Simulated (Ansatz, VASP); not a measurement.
Given: the input of a run of VASP 6.6.1 on Ni.

POSCAR

```
Ni
1.0
    2.4315927189      0.0000000000      0.0000000000
   -1.2157963594      2.1058210663      0.0000000000
    0.0000000000      0.0000000000      4.0454724674
Ni
2
Direct
    0.6666666667      0.3333333333      0.7500000000
    0.3333333333      0.6666666667      0.2500000000
```

The input INCAR.step1:

```
SYSTEM = Ni
PREC = Accurate
ENCUT = 520
ISMEAR = -1
SIGMA = 0.05
LREAL = .FALSE.
LASPH = .TRUE.
NELM = 150
ISPIN = 2
MAGMOM = 1 1
LMAXMIX = 4
NBANDS = 21
GGA = PE
ALGO = Normal
EDIFF = 1E-4
LWAVE = .TRUE.
LCHARG = .FALSE.
```

Contents of INCAR.step2:

```
SYSTEM = Ni
PREC = Accurate
ENCUT = 520
EDIFF = 1E-7
ISMEAR = -1
SIGMA = 0.05
LREAL = .FALSE.
LASPH = .TRUE.
NELM = 150
ALGO = Normal
ISIF = 2
LWAVE = .FALSE.
LCHARG = .FALSE.
ISPIN = 2
MAGMOM = 1 1
LORBIT = 11
LMAXMIX = 4
METAGGA = R2SCAN
LMIXTAU = .TRUE.
NBANDS = 21
ISTART = 1
```

The input KPOINTS:

```
Automatic mesh
0
G
  12 12 7
  0 0 0
```

Potentials or basis: VASP PAW PBE potentials, release 64 (Ni).

Command:

```console
$ cat potpaw_PBE.64/Ni/POTCAR > POTCAR
$ cp INCAR.step1 INCAR
$ mpirun -np 1 vasp_std > vasp.out
$ cp INCAR.step2 INCAR
$ mpirun -np 1 vasp_std > vasp.out
```

Question: Set up the same calculation for Ansatz 0.2.0. Potentials there: Ansatz PAW.

Answer: As run (the cutoff follows the program's own potentials):

The input input.yaml:

```yaml
crystal:
  lattice:
    - [2.4315927189, 0.0, 0.0]
    - [-1.2157963594, 2.1058210663, 0.0]
    - [0.0, 0.0, 4.0454724674]
  atoms:
    - { symbol: Ni, position: [0.6666666667, 0.3333333333, 0.75], spin: 1.0 }
    - { symbol: Ni, position: [0.3333333333, 0.6666666667, 0.25], spin: 1.0 }
hamiltonian:
  xc: r2scan
  pseudopotentials: { kind: paw }
magnetization:
  spin_polarized: true
kpoints:
  mp_grid: { grid: [12, 12, 7] }
scf:
  occupations: { method: fermi_dirac, width: 0.05 }
output:
  forces: true
  stress: true
  eigenvalues: true
```

Potentials or basis: Ansatz PAW.

Command:

```bash
$ ansatz run input.yaml --threads 2 --pin off --max-ram 5632MiB --backend cpu --events-out ev --progress --plain --runs-dir out
```

Both were run:

|  | VASP | Ansatz | Ansatz less VASP |
| --- | --- | --- | --- |
| gap on the k mesh at the Fermi level (eV) | none | none | - |
| pressure (GPa) | 4.3 | 4.0 | -0.37 |
| traceless stress, the component that is largest in VASP (GPa) | -0.76 | -0.79 | -0.024 |
| net moment per atom (μB) | 0.70 | 0.73 | +0.028 |
| size of the moment on the site where the two differ most (μB) | 0.72 | 0.79 | +0.075 |

VASP's potentials were made for PBE, not for r2SCAN. Site moments also hang on the region over which each program counts them. A gap of «none» marks a metal or a gap that the smearing closes. VASP's potentials hold 20 valence electrons a cell and Ansatz's 36, so a difference there can come from the potentials and not from the codes.

Noted on Ansatz's run: the magnetic or orbital state may not be the lowest.
